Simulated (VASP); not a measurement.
NbN: single point with PBE+U

The system is NbN.

```
CELL_PARAMETERS angstrom
0.00000 2.20040 2.20040
2.20040 0.00000 2.20040
2.20040 2.20040 0.00000
ATOMIC_POSITIONS crystal
Nb 0.50000 0.50000 0.50000
N 0.00000 0.00000 0.00000
```

* Program: VASP 6.6.1
* Task: single point
* Functional: PBE
* Potentials or basis: VASP PAW PBE potentials, release 64 (Nb_sv, N)
* Cutoff: 600 eV
* k mesh: 9 × 9 × 9
* Occupations: fermi-dirac, width 0.1 eV
* Spin: no spin polarisation
* Hubbard terms: Nb d U = 3.0 eV
* Dipole correction: no
* Further INCAR settings: ALGO = Normal; EDIFF = 1e-06; NBANDS = 16; ISYM = 0

| Property | Result |
| --- | --- |
| Pressure | 11.0 GPa |
| Band gap on the k mesh | zero (bands 9 and 10 overlap by 3.38 eV) |

Levels at points of the mesh, in eV from the Fermi level:
```tsv
k point	band 5	band 6	band 7	band 8	band 9	band 10	band 11	band 12	band 13	band 14
(0.00, 0.00, 0.00)	-17.75	-3.42	-3.42	-3.42	-1.88	-1.88	-1.88	0.23	0.23	2.92
```

Eigenvalues of the final occupation matrices:
```tsv
site	spin	trace	eigenvalues
site 1 d	1	1.12	0.18 0.18 0.25 0.25 0.25
site 1 d	2	1.12	0.18 0.18 0.25 0.25 0.25
```

It took 2.6 min on 1 thread of Intel(R) Xeon(R) Platinum 8488C (Sapphire Rapids), with other jobs on the host, peak memory 0.28 GiB.

Caveat: the cell stands under pressure; U without spin polarisation on a metal has little footing.
